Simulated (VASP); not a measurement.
Here is a VASP 6.6.1 calculation.

INCAR

```
SYSTEM = MgCdS
PREC     = Accurate       ! precision mode
ENCUT    = 600            ! plane-wave cutoff, eV
EDIFF    = 1E-6           ! SCF threshold, eV
ISMEAR   = 0              ! smearing method
SIGMA    = 0.01           ! smearing width, eV
LREAL    = .False.        ! projectors in reciprocal space
LASPH    = .True.         ! aspherical terms in the spheres
NELM     = 100            ! most SCF steps
ALGO     = Normal         ! electronic algorithm
ISIF     = 3              ! what is computed and relaxed
LWAVE    = .False.        ! write WAVECAR
LCHARG   = .False.        ! write CHGCAR
GGA      = PE             ! functional
IBRION   = 2              ! ionic algorithm
NSW      = 100            ! ionic steps
EDIFFG   = -0.01          ! ionic threshold
```

Contents of KPOINTS:

```
regular mesh
0
Gamma
  8 8 8
  0 0 0
```

Contents of POSCAR:

```
MgCdS
1.0
    4.5190116049      0.0000000000      0.0000000000
    0.0000000000      4.5190116049      0.0000000000
    0.0000000000      0.0000000000      4.5557787450
Mg Cd S
1 1 1
Direct
    0.5000000000      0.5000000000      0.5000000000
    0.0000000000      0.0000000000      0.5000000000
    0.5000000000      0.5000000000      0.0000000000
```

Potentials or basis: VASP PAW PBE potentials, release 64 (Mg, Cd, S).

Launch:

```bash
$ cat potpaw_PBE.64/Mg/POTCAR potpaw_PBE.64/Cd/POTCAR potpaw_PBE.64/S/POTCAR > POTCAR
$ mpirun -np 1 vasp_std > vasp.out
```

(1) Predict the relaxed volume.

(2) Estimate the relaxed cell.

(3) Estimate the band gap on the k mesh.

Results:

(1) 31.16 Å³/atom.

(2) a = 4.534 Å, b = 4.534 Å, c = 4.547 Å, α = 90.00°, β = 90.00°, γ = 90.00°.

(3) 0.04 eV (least direct gap 0.05 eV).
